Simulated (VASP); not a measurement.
A run of VASP 6.6.1 is set up as follows.

The input INCAR:

```
PREC = Accurate
ENCUT = 520
EDIFF = 1E-6
ISMEAR = 0
SIGMA = 0.01
LREAL = F
LASPH = T
NELM = 100
ALGO = Normal
ISIF = 2
LWAVE = F
LCHARG = T
GGA = PS
LELF = T
LVHAR = T
NBANDS = 15
```

The input KPOINTS:

```
Automatic mesh
0
Gamma
  8 8 8
```

Contents of POSCAR:

```
CaO
1.0
    2.4312477857      2.4312477857      0.0000000000
   -2.4312477857      2.4312477857      0.0000000000
    0.0000000000      2.4312477857      2.3549733453
Ca O
1 1
Direct
    0.0000000000      0.0000000000      0.0000000000
    0.5000000000      0.5000000000      0.0000000000
```

Potentials or basis: VASP PAW PBE potentials, release 64 (Ca_sv, O).

Run with:

```sh
$ cat potpaw_PBE.64/Ca_sv/POTCAR potpaw_PBE.64/O/POTCAR > POTCAR
$ mpirun -np 1 vasp_std > vasp.out
```

(1) Estimate the pressure.

(2) Predict the band gap on the k mesh.

Answers

(1) -2.2 GPa.

(2) 3.41 eV, indirect (least direct gap 3.89 eV).

Caveat: the cell differs from its parent crystal (in-plane strain +0.02); the PAW data sets were made with another functional, which shifts forces and pressure a little.
